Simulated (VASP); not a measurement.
# Cu (P6_3/mmc) in VASP: further runs

The runs below take Cu through single point, with r2SCAN, r2SCAN+U.

Everything below comes from runs of VASP 6.6.1. Logs are shortened: lines on timing, memory, paths and dates and some standing lists are left out, and cuts for length are marked.

### 1 The cell of the first run

Symmetry: P6_3/mmc, No. 194, hexagonal system. Conventional cell: a = 2.304 Å, b = 2.304 Å, c = 3.771 Å, α = 90.00°, β = 90.00°, γ = 120.00°. Within 3.0 Å of Cu (site symmetry -6m2) lie 12 Cu at 2.30 to 2.31 Å.

This isn't the form of Cu at room conditions, which is fcc.

### 2 Single point, r2SCAN

POSCAR reads:

```
Cu
1.0
    2.3039253231      0.0000000000      0.0000000000
   -1.1519626615      1.9952578582      0.0000000000
    0.0000000000      0.0000000000      3.7709408637
Cu
2
Direct
    0.3333333333      0.6666666667      0.2500000000
    0.6666666667      0.3333333333      0.7500000000
```

INCAR.step1 reads:

```
ALGO = Normal
EDIFF = 1E-4
ENCUT = 520
GGA = PE
ISMEAR = 0
LASPH = True
LCHARG = False
LREAL = False
LWAVE = True
NBANDS = 18
NELM = 60
PREC = Accurate
SIGMA = 0.1
```

INCAR.step2 reads:

```
ALGO = Normal
EDIFF = 1E-7
ENCUT = 520
ISIF = 2
ISMEAR = 0
ISTART = 1
LASPH = True
LCHARG = False
LMIXTAU = True
LREAL = False
LWAVE = False
METAGGA = R2SCAN
NBANDS = 18
NELM = 60
PREC = Accurate
SIGMA = 0.1
```

KPOINTS reads:

```
k-points
0
Gamma
  24 24 12
```

Potentials or basis: VASP PAW PBE potentials, release 64 (Cu).

On the command line:

```
> cat potpaw_PBE.64/Cu/POTCAR > POTCAR
> cp INCAR.step1 INCAR
> mpirun -np 1 vasp_std > vasp.out
> cp INCAR.step2 INCAR
> mpirun -np 1 vasp_std > vasp.out
```

OUTCAR:

```text
EDIFF = 1E-7
   ENCUT = 520
   ISIF = 2
   ISMEAR = 0
   ISTART = 1
   LASPH = True
   LREAL = False
   METAGGA = R2SCAN
   NELM = 60
   PREC = Accurate

 ion  position               nearest neighbor table
   1  0.333  0.667  0.250-   2 2.31   2 2.31   2 2.31   2 2.31   2 2.31   2 2.31
   2  0.667  0.333  0.750-   1 2.31   1 2.31   1 2.31   1 2.31   1 2.31   1 2.31

  LATTYP: Found a hexagonal cell.
 ALAT       =     2.3039253231
 C/A-ratio  =     1.6367461332

  Lattice vectors:

 A1 = (   2.3039253231,   0.0000000000,   0.0000000000)
 A2 = (  -1.1519626615,   1.9952578582,   0.0000000000)
 A3 = (   0.0000000000,   0.0000000000,   3.7709408637)

Analysis of symmetry for initial positions (statically):
=====================================================================
 Subroutine PRICEL returns:
 Original cell was already a primitive cell.

 Routine SETGRP: Setting up the symmetry group for a
 hexagonal supercell.

 Subroutine GETGRP returns: Found 24 space group operations
 (whereof 12 operations were pure point group operations)
 out of a pool of 24 trial point group operations.

The static configuration has the point symmetry D_3d.
 The point group associated with its full space group is D_6h.

Analysis of symmetry for dynamics (positions and initial velocities):
=====================================================================
 Subroutine PRICEL returns:
 Original cell was already a primitive cell.

 Routine SETGRP: Setting up the symmetry group for a
 hexagonal supercell.

 Subroutine GETGRP returns: Found 24 space group operations
 (whereof 12 operations were pure point group operations)
 out of a pool of 24 trial point group operations.

The dynamic configuration has the point symmetry D_3d.
 The point group associated with its full space group is D_6h.

 Subroutine INISYM returns: Found 24 space group operations
 (whereof 12 operations are pure point group operations),
 and found     1 'primitive' translations

----------------------------------------------------------------------------------------

                                     Primitive cell

  volume of cell :      17.3347
[... 76 lines left out ...]
   ions per type =               2
   NGX,Y,Z   is equivalent  to a cutoff of  12.99, 12.99, 12.34 a.u.
   NGXF,Y,Z  is equivalent  to a cutoff of  25.98, 25.98, 24.69 a.u.
 SYSTEM =  unknown system
   PREC   = accura    normal or accurate (medium, high low for compatibility)
   ISTART =      1    job   : 0-new  1-cont  2-samecut
   ICHARG =      0    charge: 1-file 2-atom 10-const
   ISPIN  =      1    spin polarized calculation?
   LNONCOLLINEAR =      F non collinear calculations
   LSORBIT =      F    spin-orbit coupling
   LASPH  =      T    aspherical Exc in radial PAW
   ENCUT  =  520.0 eV  38.22 Ry    6.18 a.u.   4.28  4.28  7.01*2*pi/ulx,y,z
   NELM   =     60;   NELMIN=  2; NELMDL=  0     # of ELM steps
   EDIFF  = 0.1E-06   stopping-criterion for ELM
   LREAL  =      F    real-space projection
   EDIFFG = 0.1E-05   stopping-criterion for IOM
   NSW    =      0    number of steps for IOM
   IBRION =     -1    ionic relax: 0-MD 1-quasi-New 2-CG
   NFREE  =      0    steps in history (QN), initial steepest desc. (CG)
   ISIF   =      2    stress and relaxation
   ISYM   =      2    0-nonsym 1-usesym 2-fastsym
   POTIM  = 0.5000    time-step for ionic-motion
   TEBEG  =    0.0;   TEEND  =   0.0 temperature during run
   PSTRESS=    0.0 pullay stress
   NELECT =      22.0000    total number of electrons
   NUPDOWN=      -1.0000    fix difference up-down
   EMIN   =  10.00;   EMAX   =-10.00  energy-range for DOS
   EFERMI =   0.00;   METHOD = LEGACY
   ISMEAR =     0;   SIGMA  =   0.10  broadening in eV -4-tet -1-fermi 0-gaus
   EFERMI_NEDOS =   21; number of points for ismear=-14 and -15
   IALGO  =     38    algorithm
   IMIX   =      4    mixing-type and parameters
     AMIX     =   0.40;   BMIX     =  1.00
     AMIX_MAG =   1.60;   BMIX_MAG =  1.00
  volume/ion in A,a.u.               =       8.67        58.49
  Fermi-wavevector in a.u.,A,eV,Ry     =   1.772461  3.349466 42.744305  3.141618
  Thomas-Fermi vector in A             =   2.838849
   LORBIT       =      0    0 simple, 1 ext, 2 COOP (PROOUT), +10 PAW based schemes
   METAGGA = R2SCAN    functional components
   LHFCALC =     F    Hartree Fock is set to
   AEXX    =    0.0000 exact exchange contribution
   IVDW    =     0    specifies the selected vdW correction
   LEPSILON=     F    determine dielectric tensor
   LRPA    =     F    only Hartree local field effects (RPA)
 non-spin polarized calculation
 Gauss-broadening in eV      SIGMA  =   0.10
  energy-cutoff  :      520.00
  volume of cell :       17.33
 maximum number of plane-waves:       494
 NGX is ok and might be reduce to    18
   NGX =  9   NGY =  9   NGZ = 15

 number of electron      22.0000004 magnetization

 Free energy of the ion-electron system (eV)
  ---------------------------------------------------
  ext. energy  EPLUGINS =         0.00000000
  ---------------------------------------------------
  free energy    TOTEN  =       -20.40845464 eV

  energy without entropy =      -20.40595761  energy(sigma->0) =      -20.40720612

 E-fermi :  11.9407     XC(G=0): -15.9577

 val. band max:       11.9381340828   @ k =   0.1667   0.0833   0.2500
 cond. band min:      11.9449612145   @ k =   0.3750   0.1250   0.3333
 fundamental gap:      0.0068271317
 Fermi energy:        11.9407493707

 k-point     1 :       0.0000    0.0000    0.0000
  band No.  band energies     occupation
      1      -0.4771      2.00000
      2       4.4934      2.00000
      3       7.5432      2.00000
      4       7.6376      2.00000
      5       7.6376      2.00000
      6       7.9864      2.00000
[... 481 lines left out ...]
      5       7.4981      2.00000
      6       7.6264      2.00000
[... 10 lines left out ...]
     17      28.1863      0.00000
     18      36.5987      0.00000

 [... further k-points ...]
[... 5 lines left out ...]
  --------------------------------------------------------------------------------------
  -------------------------------------------------------------------------------------
  Total        9.8958000      9.8958000      9.8743087      0.0000000     -0.0000000      0.0000000
  in kB      914.6276861    914.6276861    912.6413309      0.0000000     -0.0000000      0.0000000
  external PRESSURE =     913.9655677 kB  Pullay stress =       0.0000000 kB

 VOLUME and BASIS-vectors are now :
 -----------------------------------------------------------------------------
  energy-cutoff  :      520.00
  volume of cell :       17.33
      direct lattice vectors                 reciprocal lattice vectors
     2.303925323  0.000000000  0.000000000     0.434041846  0.250594177  0.000000000
    -1.151962662  1.995257858  0.000000000     0.000000000  0.501188353  0.000000000
     0.000000000  0.000000000  3.770940864     0.000000000  0.000000000  0.265185808

 POSITION                                       TOTAL-FORCE (eV/Angst)
 -----------------------------------------------------------------------------------
     -0.00000      1.33017      0.94274        -0.000000      0.000000      0.000000
      1.15196      0.66509      2.82821         0.000000     -0.000000      0.000000
 -----------------------------------------------------------------------------------
    total drift:                               -0.000000      0.000000     -0.000000

  FREE ENERGIE OF THE ION-ELECTRON SYSTEM (eV)
  ---------------------------------------------------
  free  energy   TOTEN  =       -20.4084546404 eV

  energy  without entropy=      -20.4059576074  energy(sigma->0) =      -20.40720612
```

OSZICAR.step1:

```text
N       E                     dE             d eps       ncg     rms          rms(c)
DAV:   1     0.117009336967E+03    0.11701E+03   -0.10478E+04 17296   0.239E+03
DAV:   2    -0.161445922869E+01   -0.11862E+03   -0.11259E+03 15416   0.300E+02
DAV:   3    -0.771967084106E+01   -0.61052E+01   -0.59697E+01 16974   0.876E+01
DAV:   4    -0.777862898538E+01   -0.58958E-01   -0.58921E-01 17650   0.914E+00
DAV:   5    -0.777936997307E+01   -0.74099E-03   -0.74096E-03 18216   0.937E-01    0.110E+01
DAV:   6    -0.622863827191E+01    0.15507E+01   -0.68567E+00 16312   0.833E+01    0.250E+00
DAV:   7    -0.595002302166E+01    0.27862E+00   -0.88787E-01 17684   0.273E+01    0.124E+00
DAV:   8    -0.590145559117E+01    0.48567E-01   -0.80159E-03 25174   0.186E+00    0.262E-01
DAV:   9    -0.589979733276E+01    0.16583E-02   -0.99874E-04 24356   0.978E-01    0.209E-02
DAV:  10    -0.589982645079E+01   -0.29118E-04   -0.46243E-05  9572   0.876E-02
   1 F= -.58998265E+01 E0= -.58985100E+01  d E =-.263286E-02
```

It took 4.8 min on 1 thread of AMD EPYC 9R45 (Zen 5), shared host; peak memory 0.19 GiB.

Results:

```yaml
Free_energy: -20.4085 eV
Pressure: 91.4 GPa
Band_gap_on_the_k_mesh: zero (bands 11 and 12 overlap by 7.80 eV)
```

Stress tensor (GPa, compression positive):
```
91.46  0.00  0.00
 0.00 91.46  0.00
 0.00  0.00 91.26
```

Levels at points of the mesh, in eV from the Fermi level:
```
           k point  band 8  band 9  band 10  band 11  band 12  band 13  band 14  band 15
(0.00, 0.00, 0.00)   -3.48   -3.48    -2.28    -2.28    -2.12     5.82    24.64    28.17
(0.50, 0.00, 0.00)   -2.11   -2.05    -1.95    -0.02     2.41     9.78    10.75    13.15
(0.00, 0.00, 0.50)   -4.36   -2.63    -2.63    -2.63    -2.63    15.84    15.84    25.56
(0.50, 0.00, 0.50)   -2.64   -2.01    -2.01     0.19     0.19     7.10     7.10    20.57
```

Caveat: the cell stands under pressure; the PAW data sets were made with another functional, which shifts forces and pressure a little.

### 3 Single point, r2SCAN

This run uses another cell than the first one, of 9.46 Å³/atom.

POSCAR reads:

```
Cu
1.0
    2.3720141447      0.0000000000      0.0000000000
   -1.1860070724      2.0542245075      0.0000000000
    0.0000000000      0.0000000000      3.8818152269
Cu
2
Direct
    0.3333333333      0.6666666667      0.2500000000
    0.6666666667      0.3333333333      0.7500000000
```

INCAR.step1 reads:

```
PREC = Accurate
ENCUT = 520
ISMEAR = 0
SIGMA = 0.1
LREAL = F
LASPH = T
NELM = 80
NBANDS = 18
GGA = PE
ALGO = Normal
EDIFF = 1E-4
LWAVE = T
LCHARG = F
```

INCAR.step2 reads:

```
PREC = Accurate
ENCUT = 520
EDIFF = 1E-6
ISMEAR = 0
SIGMA = 0.1
LREAL = F
LASPH = T
NELM = 80
ALGO = Normal
ISIF = 2
LWAVE = F
LCHARG = T
METAGGA = R2SCAN
LMIXTAU = T
LELF = T
LVHAR = T
NBANDS = 18
ISTART = 1
```

KPOINTS reads:

```
Automatic mesh
0
Gamma
  24 24 12
```

Potentials or basis: VASP PAW PBE potentials, release 64 (Cu).

On the command line:

```
> cat potpaw_PBE.64/Cu/POTCAR > POTCAR
> cp INCAR.step1 INCAR
> mpirun -np 1 vasp_std > vasp.out
> cp INCAR.step2 INCAR
> mpirun -np 1 vasp_std > vasp.out
```

Run time: 4.5 min. Hardware: 1 thread of AMD EPYC 9R45 (Zen 5), shared host; peak memory 0.2 GiB.

The run converged. Its results:

| Property | Result |
| --- | --- |
| Free energy | -21.0985 eV |
| Pressure | 51.0 GPa |
| Band gap on the k mesh | zero (bands 11 and 12 overlap by 7.30 eV) |

Stress tensor (GPa, compression positive):
```
50.92  0.00  0.00
 0.00 50.92  0.00
 0.00  0.00 51.05
```

Levels at points of the mesh, in eV from the Fermi level:
```csv
k point,band 8,band 9,band 10,band 11,band 12,band 13,band 14,band 15
"(0.00, 0.00, 0.00)",-3.17,-3.17,-2.12,-2.12,-1.79,5.24,24.00,26.58
"(0.50, 0.00, 0.00)",-1.97,-1.92,-1.83,-0.01,2.18,9.28,10.09,12.52
"(0.00, 0.00, 0.50)",-3.94,-2.43,-2.43,-2.43,-2.43,14.99,14.99,24.85
"(0.50, 0.00, 0.50)",-2.41,-1.89,-1.89,0.30,0.30,6.49,6.49,19.48
```

Caveat: the cell stands under pressure; the PAW data sets were made with another functional, which shifts forces and pressure a little.

(Continued in part 2 of 2.)

The gap in the log of VASP goes by the Fermi energy; the results here count the filled bands.